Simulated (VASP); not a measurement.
# B6C (Fm-3m) in VASP: single point with PBE

Aim: the single point of B6C with PBE.

Everything below comes from runs of VASP 6.6.1. Logs are shortened: lines on timing, memory, paths and dates and some standing lists are left out, and cuts for length are marked.

**1. The cell of the first run**

It takes space group Fm-3m (No. 225, cubic). Conventional cell: a = 5.639 Å, b = 5.639 Å, c = 5.639 Å, α = 90.00°, β = 90.00°, γ = 90.00°. B (site symmetry mmm) has 8 B at 1.99 Å and 2 C at 1.99 Å within 2.6 Å. Within 2.6 Å of C (site symmetry m-3m) lie 12 B at 1.99 Å.

The cell was built from a structure type or drawn by symmetry, and may not be a known phase.

**2. Single point, PBE**

INCAR

```
  PREC = Accurate
  ENCUT = 600
  EDIFF = 1E-6
  ISMEAR = 0
  SIGMA = 0.2
  LREAL = F
  LASPH = T
  NELM = 120
  ALGO = Normal
  ISIF = 2
  LWAVE = F
  LCHARG = F
  GGA = PE
  NBANDS = 20
  GGA_COMPAT = F
```

KPOINTS

```
Automatic mesh
0
Gamma
  5 5 5
```

POSCAR

```
B6C
1.0
    0.0000000000      2.8194041828      2.8194041828
    2.8194041828      0.0000000000      2.8194041828
    2.8194041828      2.8194041828      0.0000000000
B C
6 1
Direct
    0.5000000000      0.5000000000      0.0000000000
    0.5000000000      0.0000000000      0.5000000000
    0.0000000000      0.0000000000      0.5000000000
    0.0000000000      0.5000000000      0.0000000000
    0.0000000000      0.5000000000      0.5000000000
    0.5000000000      0.0000000000      0.0000000000
    0.0000000000      0.0000000000      0.0000000000
```

Potentials or basis: VASP PAW PBE potentials, release 64 (B, C).

On the command line:

```console
> cat potpaw_PBE.64/B/POTCAR potpaw_PBE.64/C/POTCAR > POTCAR
> mpirun -np 1 vasp_std > vasp.out
```

OUTCAR:

```text
PREC = Accurate
   ENCUT = 600
   EDIFF = 1E-6
   ISMEAR = 0
   LREAL = F
   LASPH = T
   NELM = 120
   ISIF = 2
   GGA = PE

 ion  position               nearest neighbor table
   1  0.500  0.500  0.000-   4 1.99   6 1.99   2 1.99   5 1.99   2 1.99   6 1.99   7 1.99   4 1.99
                             5 1.99   7 1.99
   2  0.500  0.000  0.500-   3 1.99   6 1.99   1 1.99   6 1.99   7 1.99   1 1.99   5 1.99   3 1.99
                             5 1.99   7 1.99
   3  0.000  0.000  0.500-   2 1.99   5 1.99   7 1.99   4 1.99   6 1.99   7 1.99   4 1.99   5 1.99
                             2 1.99   6 1.99
   4  0.000  0.500  0.000-   1 1.99   5 1.99   7 1.99   3 1.99   5 1.99   3 1.99   6 1.99   7 1.99
                             1 1.99   6 1.99
   5  0.000  0.500  0.500-   3 1.99   4 1.99   1 1.99   4 1.99   7 1.99   2 1.99   3 1.99   7 1.99
                             1 1.99   2 1.99
   6  0.500  0.000  0.000-   1 1.99   2 1.99   7 1.99   2 1.99   3 1.99   1 1.99   4 1.99   3 1.99
                             4 1.99   7 1.99
   7  0.000  0.000  0.000-   3 1.99   4 1.99   6 1.99   2 1.99   3 1.99   5 1.99   1 1.99   4 1.99
                             5 1.99   1 1.99   2 1.99   6 1.99

  LATTYP: Found a face centered cubic cell.
 ALAT       =     5.6388083656

  Lattice vectors:

 A1 = (   0.0000000000,   2.8194041828,   2.8194041828)
 A2 = (   2.8194041828,   0.0000000000,   2.8194041828)
 A3 = (   2.8194041828,   2.8194041828,   0.0000000000)

Analysis of symmetry for initial positions (statically):
=====================================================================
 Subroutine PRICEL returns:
 Original cell was already a primitive cell.

 Routine SETGRP: Setting up the symmetry group for a
 face centered cubic supercell.

 Subroutine GETGRP returns: Found 48 space group operations
 (whereof 48 operations were pure point group operations)
 out of a pool of 48 trial point group operations.

The static configuration has the point symmetry O_h .

Analysis of symmetry for dynamics (positions and initial velocities):
=====================================================================
 Subroutine PRICEL returns:
 Original cell was already a primitive cell.

 Routine SETGRP: Setting up the symmetry group for a
 face centered cubic supercell.

 Subroutine GETGRP returns: Found 48 space group operations
 (whereof 48 operations were pure point group operations)
 out of a pool of 48 trial point group operations.

The dynamic configuration has the point symmetry O_h .
[... 97 lines left out ...]
   NSW    =      0    number of steps for IOM
   IBRION =     -1    ionic relax: 0-MD 1-quasi-New 2-CG
   NFREE  =      0    steps in history (QN), initial steepest desc. (CG)
   ISIF   =      2    stress and relaxation
   ISYM   =      2    0-nonsym 1-usesym 2-fastsym
   POTIM  = 0.5000    time-step for ionic-motion
   TEBEG  =    0.0;   TEEND  =   0.0 temperature during run
   PSTRESS=    0.0 pullay stress
   NELECT =      22.0000    total number of electrons
   NUPDOWN=      -1.0000    fix difference up-down
   EMIN   =  10.00;   EMAX   =-10.00  energy-range for DOS
   EFERMI =   0.00;   METHOD = LEGACY
   ISMEAR =     0;   SIGMA  =   0.20  broadening in eV -4-tet -1-fermi 0-gaus
   EFERMI_NEDOS =   21; number of points for ismear=-14 and -15
   IALGO  =     38    algorithm
   IMIX   =      4    mixing-type and parameters
     AMIX     =   0.40;   BMIX     =  1.00
     AMIX_MAG =   1.60;   BMIX_MAG =  1.00
  volume/ion in A,a.u.               =       6.40        43.21
  Fermi-wavevector in a.u.,A,eV,Ry     =   1.291363  2.440322 22.689331  1.667619
  Thomas-Fermi vector in A             =   2.423138
   LORBIT       =      0    0 simple, 1 ext, 2 COOP (PROOUT), +10 PAW based schemes
   GGA     = PE    functional components
   LHFCALC =     F    Hartree Fock is set to
   AEXX    =    0.0000 exact exchange contribution
   IVDW    =     0    specifies the selected vdW correction
   LEPSILON=     F    determine dielectric tensor
   LRPA    =     F    only Hartree local field effects (RPA)
 non-spin polarized calculation
 Gauss-broadening in eV      SIGMA  =   0.20
  energy-cutoff  :      600.00
  volume of cell :       44.82
 maximum number of plane-waves:      1504
   NGX = 15   NGY = 15   NGZ = 15

 number of electron      21.9999999 magnetization

 Free energy of the ion-electron system (eV)
  ---------------------------------------------------
  ext. energy  EPLUGINS =         0.00000000
  ---------------------------------------------------
  free energy    TOTEN  =       -38.25880602 eV

  energy without entropy =      -38.24550139  energy(sigma->0) =      -38.25215370

 E-fermi :   9.1245     XC(G=0): -12.6250

 val. band max:        8.9536376479   @ k =   0.4000   0.2000   0.0000
 cond. band min:       9.4474630464   @ k =   0.4000   0.4000   0.0000
 fundamental gap:      0.4938253985
 Fermi energy:         9.1245372994

 k-point     1 :       0.0000    0.0000    0.0000
  band No.  band energies     occupation
      1      -9.8374      2.00000
      2      -0.5271      2.00000
      3      -0.4207      2.00000
      4      -0.4207      2.00000
      5      -0.4207      2.00000
      6       2.0145      2.00000
[... 219 lines left out ...]
     19      16.4940      0.00000
     20      16.8785      0.00000

------------------------ aborting loop because EDIFF is reached ----------------------------------------

  FORCE on cell =-STRESS in cart. coord.  units (eV):
  Direction    XX          YY          ZZ          XY          YZ          ZX
  --------------------------------------------------------------------------------------
  -------------------------------------------------------------------------------------
  Total       -0.1435653     -0.1435653     -0.1435653     -0.0000000     -0.0000000     -0.0000000
  in kB       -5.1316626     -5.1316626     -5.1316626     -0.0000000     -0.0000000     -0.0000000
  external PRESSURE =      -5.1316626 kB  Pullay stress =       0.0000000 kB

 VOLUME and BASIS-vectors are now :
 -----------------------------------------------------------------------------
  energy-cutoff  :      600.00
  volume of cell :       44.82
      direct lattice vectors                 reciprocal lattice vectors
     0.000000000  2.819404183  2.819404183    -0.177342434  0.177342434  0.177342434
     2.819404183  0.000000000  2.819404183     0.177342434 -0.177342434  0.177342434
     2.819404183  2.819404183  0.000000000     0.177342434  0.177342434 -0.177342434

 POSITION                                       TOTAL-FORCE (eV/Angst)
 -----------------------------------------------------------------------------------
      1.40970      1.40970      2.81940         0.000000     -0.000000     -0.000000
      1.40970      2.81940      1.40970        -0.000000      0.000000      0.000000
      1.40970      1.40970      0.00000         0.000000     -0.000000     -0.000000
      1.40970      0.00000      1.40970         0.000000      0.000000      0.000000
      2.81940      1.40970      1.40970         0.000000      0.000000     -0.000000
      0.00000      1.40970      1.40970         0.000000      0.000000     -0.000000
      0.00000      0.00000      0.00000         0.000000      0.000000     -0.000000
 -----------------------------------------------------------------------------------
    total drift:                               -0.000000     -0.000000     -0.000000

  FREE ENERGIE OF THE ION-ELECTRON SYSTEM (eV)
  ---------------------------------------------------
  free  energy   TOTEN  =       -38.2588060197 eV

  energy  without entropy=      -38.2455013852  energy(sigma->0) =      -38.25215370
```

It took 23 s on 1 thread of AMD EPYC 7R13, shared host; peak memory 0.14 GiB.

What came out:

```yaml
Free_energy: -38.2588 eV
Pressure: -0.5 GPa
Band_gap_on_the_k_mesh: zero (bands 11 and 12 overlap by 4.78 eV)
```

Levels at points of the mesh, in eV from the Fermi level:
| k point | band 9 | band 10 | band 11 | band 12 | band 13 | band 14 |
| --- | --- | --- | --- | --- | --- | --- |
| (0.00, 0.00, 0.00) | -4.66 | -4.46 | -4.46 | -4.46 | 1.44 | 1.44 |

Caveat: the k points lie up to 0.39 Å⁻¹ apart, too coarse for converged energies and pressures of a metal.
